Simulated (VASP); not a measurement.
# HfN (Fm-3m) in VASP: a series of runs

HfN is run at these levels: PBE; tasks: single point, relaxation of cell and atoms.

All numbers are computed with VASP 6.6.1; they aren't measurements. Logs are shortened: lines on timing, memory, paths and dates and some standing lists are left out, and cuts for length are marked.

## (1) The cell of the first run

Symmetry: Fm-3m, No. 225, cubic system. Conventional cell: a = 4.548 Å, b = 4.548 Å, c = 4.548 Å, α = 90.00°, β = 90.00°, γ = 90.00°. Hf (site symmetry m-3m) has 6 N at 2.27 Å within 3.0 Å. Within 3.0 Å of N (site symmetry m-3m) lie 6 Hf at 2.27 Å.

## (2) Single point, PBE

File INCAR:

```
ALGO = Normal
EDIFF = 1E-7
ENCUT = 520
GGA = PE
ISIF = 2
ISMEAR = 0
LASPH = T
LCHARG = T
LELF = T
LREAL = F
LVHAR = T
LWAVE = F
NBANDS = 14
NELM = 100
PREC = Accurate
SIGMA = 0.1
```

File KPOINTS:

```
k-points
0
Gamma
  16 16 16
```

File POSCAR:

```
HfN
1.0
    0.0000000000      2.2738954841      2.2738954841
    2.2738954841      0.0000000000      2.2738954841
    2.2738954841      2.2738954841      0.0000000000
Hf N
1 1
Direct
    0.0000000000      0.0000000000      0.0000000000
    0.5000000000      0.5000000000      0.5000000000
```

Potentials or basis: VASP PAW PBE potentials, release 64 (Hf_pv, N).

Started as:

```sh
$ cat potpaw_PBE.64/Hf_pv/POTCAR potpaw_PBE.64/N/POTCAR > POTCAR
$ mpirun -np 1 vasp_std > vasp.out
```

OUTCAR:

```text
EDIFF = 1E-7
   ENCUT = 520
   GGA = PE
   ISIF = 2
   ISMEAR = 0
   LASPH = T
   LREAL = F
   NELM = 100
   PREC = Accurate

 ion  position               nearest neighbor table
   1  0.000  0.000  0.000-   2 2.27   2 2.27   2 2.27   2 2.27   2 2.27   2 2.27
   2  0.500  0.500  0.500-   1 2.27   1 2.27   1 2.27   1 2.27   1 2.27   1 2.27

  LATTYP: Found a face centered cubic cell.
 ALAT       =     4.5477909682

  Lattice vectors:

 A1 = (   0.0000000000,   2.2738954841,   2.2738954841)
 A2 = (   2.2738954841,   0.0000000000,   2.2738954841)
 A3 = (   2.2738954841,   2.2738954841,   0.0000000000)

Analysis of symmetry for initial positions (statically):
=====================================================================
 Subroutine PRICEL returns:
 Original cell was already a primitive cell.

 Routine SETGRP: Setting up the symmetry group for a
 face centered cubic supercell.

 Subroutine GETGRP returns: Found 48 space group operations
 (whereof 48 operations were pure point group operations)
 out of a pool of 48 trial point group operations.

The static configuration has the point symmetry O_h .

Analysis of symmetry for dynamics (positions and initial velocities):
=====================================================================
 Subroutine PRICEL returns:
 Original cell was already a primitive cell.

 Routine SETGRP: Setting up the symmetry group for a
 face centered cubic supercell.

 Subroutine GETGRP returns: Found 48 space group operations
 (whereof 48 operations were pure point group operations)
 out of a pool of 48 trial point group operations.

The dynamic configuration has the point symmetry O_h .

 Subroutine INISYM returns: Found 48 space group operations
 (whereof 48 operations are pure point group operations),
 and found     1 'primitive' translations

----------------------------------------------------------------------------------------

                                     Primitive cell

  volume of cell :      23.5148

  direct lattice vectors                    reciprocal lattice vectors
     0.000000000  2.273895484  2.273895484    -0.219886975  0.219886975  0.219886975
     2.273895484  0.000000000  2.273895484     0.219886975 -0.219886975  0.219886975
     2.273895484  2.273895484  0.000000000     0.219886975  0.219886975 -0.219886975

  length of vectors
     3.215773833  3.215773833  3.215773833     0.380855413  0.380855413  0.380855413

  position of ions in fractional coordinates (direct lattice)
     0.000000000  0.000000000  0.000000000
     0.500000000  0.500000000  0.500000000

  ion indices of the primitive-cell ions
   primitive index   ion index
                 1           1
                 2           2

----------------------------------------------------------------------------------------

 KPOINTS: k-points

Automatic generation of k-mesh.
 Grid dimensions read from file:
 generate k-points for:   16   16   16

 Generating k-lattice:

  Cartesian coordinates                     Fractional coordinates (reciprocal lattice)
    -0.013742936  0.013742936  0.013742936     0.062500000  0.000000000  0.000000000
     0.013742936 -0.013742936  0.013742936     0.000000000  0.062500000  0.000000000
     0.013742936  0.013742936 -0.013742936     0.000000000  0.000000000  0.062500000

  Length of vectors
     0.023803463  0.023803463  0.023803463

  Shift w.r.t. Gamma in fractional coordinates (k-lattice)
     0.000000000  0.000000000  0.000000000

 Subroutine IBZKPT returns following result:
 ===========================================

 Found    145 irreducible k-points:

 Following reciprocal coordinates:
            Coordinates               Weight
  0.000000  0.000000  0.000000      1.000000
  0.062500  0.000000  0.000000      8.000000
  0.125000  0.000000  0.000000      8.000000
  0.187500  0.000000  0.000000      8.000000
  0.250000  0.000000  0.000000      8.000000
  0.312500  0.000000  0.000000      8.000000
[... 16 lines left out ...]
 -0.125000  0.062500  0.000000     24.000000
 -0.062500  0.062500  0.000000     12.000000
 [... further k-points ...]
   k-points           NKPTS =    145   k-points in BZ     NKDIM =    145   number of bands    NBANDS=     14
   number of dos      NEDOS =    301   number of ions     NIONS =      2
   total plane-waves  NPLWV =  13824
   dimension x,y,z NGX =    24 NGY =   24 NGZ =   24
   dimension x,y,z NGXF=    48 NGYF=   48 NGZF=   48
   ions per type =               1   1
   NGX,Y,Z   is equivalent  to a cutoff of  12.41, 12.41, 12.41 a.u.
   NGXF,Y,Z  is equivalent  to a cutoff of  24.81, 24.81, 24.81 a.u.
 SYSTEM =  unknown system
   PREC   = accura    normal or accurate (medium, high low for compatibility)
   ISTART =      0    job   : 0-new  1-cont  2-samecut
   ICHARG =      2    charge: 1-file 2-atom 10-const
   ISPIN  =      1    spin polarized calculation?
   LNONCOLLINEAR =      F non collinear calculations
   LSORBIT =      F    spin-orbit coupling
   LASPH  =      T    aspherical Exc in radial PAW
   ENCUT  =  520.0 eV  38.22 Ry    6.18 a.u.   5.98  5.98  5.98*2*pi/ulx,y,z
   NELM   =    100;   NELMIN=  2; NELMDL= -5     # of ELM steps
   EDIFF  = 0.1E-06   stopping-criterion for ELM
   LREAL  =      F    real-space projection
   EDIFFG = 0.1E-05   stopping-criterion for IOM
   NSW    =      0    number of steps for IOM
   IBRION =     -1    ionic relax: 0-MD 1-quasi-New 2-CG
   NFREE  =      0    steps in history (QN), initial steepest desc. (CG)
   ISIF   =      2    stress and relaxation
   ISYM   =      2    0-nonsym 1-usesym 2-fastsym
   POTIM  = 0.5000    time-step for ionic-motion
   TEBEG  =    0.0;   TEEND  =   0.0 temperature during run
   PSTRESS=    0.0 pullay stress
   NELECT =      15.0000    total number of electrons
   NUPDOWN=      -1.0000    fix difference up-down
   EMIN   =  10.00;   EMAX   =-10.00  energy-range for DOS
   EFERMI =   0.00;   METHOD = LEGACY
   ISMEAR =     0;   SIGMA  =   0.10  broadening in eV -4-tet -1-fermi 0-gaus
   EFERMI_NEDOS =   21; number of points for ismear=-14 and -15
   IALGO  =     38    algorithm
   IMIX   =      4    mixing-type and parameters
     AMIX     =   0.40;   BMIX     =  1.00
     AMIX_MAG =   1.60;   BMIX_MAG =  1.00
  volume/ion in A,a.u.               =      11.76        79.34
  Fermi-wavevector in a.u.,A,eV,Ry     =   1.409261  2.663117 27.021394  1.986016
  Thomas-Fermi vector in A             =   2.531335
   LORBIT       =      0    0 simple, 1 ext, 2 COOP (PROOUT), +10 PAW based schemes
   GGA     = PE    functional components
   LHFCALC =     F    Hartree Fock is set to
   AEXX    =    0.0000 exact exchange contribution
   IVDW    =     0    specifies the selected vdW correction
   LEPSILON=     F    determine dielectric tensor
   LRPA    =     F    only Hartree local field effects (RPA)
 non-spin polarized calculation
 Gauss-broadening in eV      SIGMA  =   0.10
  energy-cutoff  :      520.00
  volume of cell :       23.51
 maximum number of plane-waves:       648
   NGX = 11   NGY = 11   NGZ = 11

 number of electron      15.0000000 magnetization

 Free energy of the ion-electron system (eV)
  ---------------------------------------------------
  ext. energy  EPLUGINS =         0.00000000
  ---------------------------------------------------
  free energy    TOTEN  =       -21.75871174 eV

  energy without entropy =      -21.75575023  energy(sigma->0) =      -21.75723099

 E-fermi :   8.2101     XC(G=0): -12.6291

 val. band max:        8.2094090165   @ k =  -0.1250   0.0625   0.0000
 cond. band min:       8.2133694936   @ k =   0.3750   0.1250   0.0000
 fundamental gap:      0.0039604771
 Fermi energy:         8.2100916401

 k-point     1 :       0.0000    0.0000    0.0000
  band No.  band energies     occupation
      1     -23.0214      2.00000
      2     -23.0214      2.00000
      3     -23.0214      2.00000
      4      -9.1829      2.00000
      5       5.2059      2.00000
      6       5.2059      2.00000
      7       5.2059      2.00000
      8       7.8735      2.00000
      9       7.8735      2.00000
     10       7.8735      2.00000
     11       9.8201      0.00000
     12      10.1305      0.00000
     13      10.1305      0.00000
     14      17.7267      0.00000

 k-point     2 :       0.0625    0.0000    0.0000
  band No.  band energies     occupation
      1     -23.0586      2.00000
      2     -23.0246      2.00000
      3     -23.0246      2.00000
      4      -9.0964      2.00000
      5       4.8024      2.00000
      6       4.9779      2.00000
      7       4.9779      2.00000
      8       7.9807      1.99882
      9       8.0050      1.99627
     10       8.0050      1.99627
     11      10.1161      0.00000
     12      10.4263      0.00000
     13      10.4263      0.00000
     14      18.0268      0.00000

 k-point     3 :       0.1250    0.0000    0.0000
  band No.  band energies     occupation
      1     -23.1626      2.00000
      2     -23.0335      2.00000
      3     -23.0335      2.00000
      4      -8.8475      2.00000
      5       3.9009      2.00000
      6       4.4473      2.00000
      7       4.4473      2.00000
      8       8.1627      1.49738
      9       8.3514      0.04569
     10       8.3514      0.04569
     11      10.8642      0.00000
     12      11.1979      0.00000
     13      11.1979      0.00000
     14      18.8598      0.00000
[... 324 lines left out ...]
 k-point    23 :      -0.1250    0.0625    0.0000
  band No.  band energies     occupation
      1     -23.2230      2.00000
      2     -23.0653      2.00000
      3     -23.0289      2.00000
      4      -8.6705      2.00000
      5       3.3167      2.00000
      6       3.9920      2.00000
      7       4.4155      2.00000
      8       8.2094      1.00770
      9       8.3272      0.09760
     10       9.0242      0.00000
     11      10.5964      0.00000
     12      11.8451      0.00000
     13      12.1323      0.00000
     14      19.4451      0.00000

 k-point    24 :      -0.0625    0.0625    0.0000
  band No.  band energies     occupation
      1     -23.1100      2.00000
      2     -23.0438      2.00000
      3     -23.0233      2.00000
      4      -8.9577      2.00000
      5       4.1995      2.00000
      6       4.5627      2.00000
      7       4.8655      2.00000
      8       8.0314      1.98849
      9       8.0439      1.98124
     10       8.4680      0.00027
     11      10.1511      0.00000
     12      10.9284      0.00000
     13      11.1361      0.00000
     14      18.5026      0.00000

 [... further k-points ...]
[... 5 lines left out ...]
  --------------------------------------------------------------------------------------
  -------------------------------------------------------------------------------------
  Total       -0.3434601     -0.3434601     -0.3434601      0.0000000     -0.0000000      0.0000000
  in kB      -23.4015929    -23.4015929    -23.4015929      0.0000000     -0.0000000      0.0000000
  external PRESSURE =     -23.4015929 kB  Pullay stress =       0.0000000 kB

 VOLUME and BASIS-vectors are now :
 -----------------------------------------------------------------------------
  energy-cutoff  :      520.00
  volume of cell :       23.51
      direct lattice vectors                 reciprocal lattice vectors
     0.000000000  2.273895484  2.273895484    -0.219886975  0.219886975  0.219886975
     2.273895484  0.000000000  2.273895484     0.219886975 -0.219886975  0.219886975
     2.273895484  2.273895484  0.000000000     0.219886975  0.219886975 -0.219886975

 POSITION                                       TOTAL-FORCE (eV/Angst)
 -----------------------------------------------------------------------------------
      0.00000      0.00000      0.00000         0.000000      0.000000     -0.000000
      2.27390      2.27390      2.27390        -0.000000     -0.000000      0.000000
 -----------------------------------------------------------------------------------
    total drift:                                0.000000     -0.000000     -0.000000

  FREE ENERGIE OF THE ION-ELECTRON SYSTEM (eV)
  ---------------------------------------------------
  free  energy   TOTEN  =       -21.7587117432 eV

  energy  without entropy=      -21.7557502277  energy(sigma->0) =      -21.75723099
```

It took 25 s on 1 thread of AMD EPYC 9R45 (Zen 5), shared host; peak memory 0.15 GiB.

What came out:

* Free energy: -21.7587 eV
* Pressure: -2.3 GPa

Caveat: spin-orbit coupling is left out, which moves the levels of the heavy elements.

## (3) Single point, PBE

File INCAR:

```
SYSTEM = HfN
PREC = Accurate
ENCUT = 520
EDIFF = 1E-7
ISMEAR = 0
SIGMA = 0.1
LREAL = .FALSE.
LASPH = .TRUE.
NELM = 60
ALGO = Normal
ISIF = 2
LWAVE = .FALSE.
LCHARG = .TRUE.
GGA = PE
LELF = .TRUE.
LVHAR = .TRUE.
NBANDS = 14
```

File KPOINTS:

```
Automatic mesh
0
G
  16 16 16
  0 0 0
```

POSCAR is that of step 2.

Potentials or basis: VASP PAW PBE potentials, release 64 (Hf_pv, N).

Started as:

```sh
$ cat potpaw_PBE.64/Hf_pv/POTCAR potpaw_PBE.64/N/POTCAR > POTCAR
$ mpirun -np 1 vasp_std > vasp.out
```

Run time: 25 s. Hardware: 1 thread of AMD EPYC 9R45 (Zen 5), shared host; peak memory 0.14 GiB.

The run converged. Its results:

| Property | Result |
| --- | --- |
| Free energy | -21.7587 eV |
| Pressure | -2.3 GPa |

Levels at points of the mesh, in eV from the Fermi level:
| k point | band 6 | band 7 | band 8 | band 9 | band 10 | band 11 |
| --- | --- | --- | --- | --- | --- | --- |
| (0.00, 0.00, 0.00) | -3.00 | -3.00 | -0.34 | -0.34 | -0.34 | 1.61 |
| (0.50, 0.00, 0.00) | -6.08 | -6.08 | 3.19 | 3.60 | 3.60 | 4.32 |
| (0.50, 0.50, 0.00) | -3.72 | -3.68 | -3.68 | 3.99 | 5.36 | 5.37 |

Caveat: spin-orbit coupling is left out, which moves the levels of the heavy elements.

## (4) Single point, PBE (volume scaled by 1.03)

File INCAR:

```
SYSTEM = HfN
PREC = Accurate
ENCUT = 520
EDIFF = 1E-7
ISMEAR = 0
SIGMA = 0.1
LREAL = .FALSE.
LASPH = .TRUE.
NELM = 100
ALGO = Normal
ISIF = 2
LWAVE = .FALSE.
LCHARG = .FALSE.
GGA = PE
NBANDS = 14
```

File KPOINTS:

```
regular mesh
0
G
  16 16 16
  0 0 0
```

File POSCAR:

```
HfN
1.0
    0.0000000000      2.2964107651      2.2964107651
    2.2964107651      0.0000000000      2.2964107651
    2.2964107651      2.2964107651      0.0000000000
Hf N
1 1
Direct
    0.0000000000      0.0000000000      0.0000000000
    0.5000000000      0.5000000000      0.5000000000
```

Started as:

```sh
$ cat potpaw_PBE.64/Hf_pv/POTCAR potpaw_PBE.64/N/POTCAR > POTCAR
$ mpirun -np 1 vasp_std > vasp.out
```

Run time: 24 s. Hardware: 1 thread of AMD EPYC 9R45 (Zen 5), shared host; peak memory 0.15 GiB.

Results (log left out):

```
Free energy : -21.7325 eV
Pressure    : -9.5 GPa
```

Levels at points of the mesh, in eV from the Fermi level:
| k point | band 5 | band 6 | band 7 | band 8 | band 9 | band 10 | band 11 | band 12 |
| --- | --- | --- | --- | --- | --- | --- | --- | --- |
| (0.00, 0.00, 0.00) | -2.96 | -2.96 | -2.96 | -0.32 | -0.32 | -0.32 | 1.34 | 1.85 |
| (0.50, 0.00, 0.00) | -8.60 | -5.94 | -5.94 | 3.06 | 3.46 | 3.46 | 4.17 | 8.26 |
| (0.50, 0.50, 0.00) | -5.40 | -3.66 | -3.66 | -3.59 | 3.84 | 5.03 | 5.15 | 5.15 |

Caveat: spin-orbit coupling is left out, which moves the levels of the heavy elements.

## (5) Single point, PBE (volume scaled by 1.06)

File INCAR:

```
SYSTEM = HfN
ALGO     = Normal         ! electronic algorithm
EDIFF    = 1E-7           ! SCF threshold, eV
ENCUT    = 520            ! plane-wave cutoff, eV
GGA      = PE             ! functional
ISIF     = 2              ! what is computed and relaxed
ISMEAR   = 0              ! smearing method
LASPH    = .True.         ! aspherical terms in the spheres
LCHARG   = .False.        ! write CHGCAR
LREAL    = .False.        ! projectors in reciprocal space
LWAVE    = .False.        ! write WAVECAR
NBANDS   = 14             ! bands
NELM     = 100            ! most SCF steps
PREC     = Accurate       ! precision mode
SIGMA    = 0.1            ! smearing width, eV
```

File KPOINTS:

```
k-points
0
Gamma
  16 16 16
  0 0 0
```

File POSCAR:

```
HfN
1.0
    0.0000000000      2.3184929925      2.3184929925
    2.3184929925      0.0000000000      2.3184929925
    2.3184929925      2.3184929925      0.0000000000
Hf N
1 1
Direct
    0.0000000000      0.0000000000      0.0000000000
    0.5000000000      0.5000000000      0.5000000000
```

Started as:

```sh
$ cat potpaw_PBE.64/Hf_pv/POTCAR potpaw_PBE.64/N/POTCAR > POTCAR
$ mpirun -np 1 vasp_std > vasp.out
```

Wall time 23 s (1 thread of AMD EPYC 9R45 (Zen 5), shared host); peak memory 0.15 GiB.

It converged, with:

```
Free energy : -21.6771 eV
Pressure    : -15.7 GPa
```

Levels at points of the mesh, in eV from the Fermi level:
```tsv
k point	band 5	band 6	band 7	band 8	band 9	band 10	band 11	band 12
(0.00, 0.00, 0.00)	-2.92	-2.92	-2.92	-0.31	-0.31	-0.31	1.09	1.79
(0.50, 0.00, 0.00)	-8.43	-5.79	-5.79	2.94	3.32	3.32	4.03	7.94
(0.50, 0.50, 0.00)	-5.38	-3.63	-3.63	-3.47	3.69	4.72	4.94	4.94
```

Caveat: spin-orbit coupling is left out, which moves the levels of the heavy elements.

## (6) Single point, PBE (volume scaled by 1.10)

File INCAR:

```
PREC     = Accurate       # precision mode
ENCUT    = 520            # plane-wave cutoff, eV
EDIFF    = 1E-6           # SCF threshold, eV
ISMEAR   = 0              # smearing method
SIGMA    = 0.1            # smearing width, eV
LREAL    = F              # projectors in reciprocal space
LASPH    = T              # aspherical terms in the spheres
NELM     = 100            # most SCF steps
ALGO     = Normal         # electronic algorithm
ISIF     = 2              # what is computed and relaxed
LWAVE    = F              # write WAVECAR
LCHARG   = F              # write CHGCAR
GGA      = PE             # functional
NBANDS   = 14             # bands
```

File KPOINTS:

```
regular mesh
0
Gamma
  16 16 16
```

File POSCAR:

```
HfN
1.0
    0.0000000000      2.3472970929      2.3472970929
    2.3472970929      0.0000000000      2.3472970929
    2.3472970929      2.3472970929      0.0000000000
Hf N
1 1
Direct
    0.0000000000      0.0000000000      0.0000000000
    0.5000000000      0.5000000000      0.5000000000
```

Potentials or basis: VASP PAW PBE potentials, release 64 (Hf_pv, N).

Started as:

```sh
$ cat potpaw_PBE.64/Hf_pv/POTCAR potpaw_PBE.64/N/POTCAR > POTCAR
$ mpirun -np 1 vasp_std > vasp.out
```

Run time: 38 s. Hardware: 1 thread of AMD EPYC 9R45 (Zen 5), shared host; peak memory 0.17 GiB.

Results (log left out):

| Property | Result |
| --- | --- |
| Free energy | -21.5650 eV |
| Pressure | -22.4 GPa |

Levels at points of the mesh, in eV from the Fermi level:
```
           k point  band 4  band 5  band 6  band 7  band 8  band 9  band 10  band 11  band 12  band 13
(0.00, 0.00, 0.00)  -16.82   -2.87   -2.87   -2.87   -0.29   -0.29    -0.29     0.79     1.70     1.70
(0.50, 0.00, 0.00)  -14.68   -8.21   -5.61   -5.61    2.79    3.15     3.15     3.86     7.54     7.54
(0.50, 0.50, 0.00)  -15.78   -5.34   -3.59   -3.59   -3.32    3.51     4.34     4.68     4.68     6.62
```

Caveat: spin-orbit coupling is left out, which moves the levels of the heavy elements.

(Continued in part 2 of 2.)
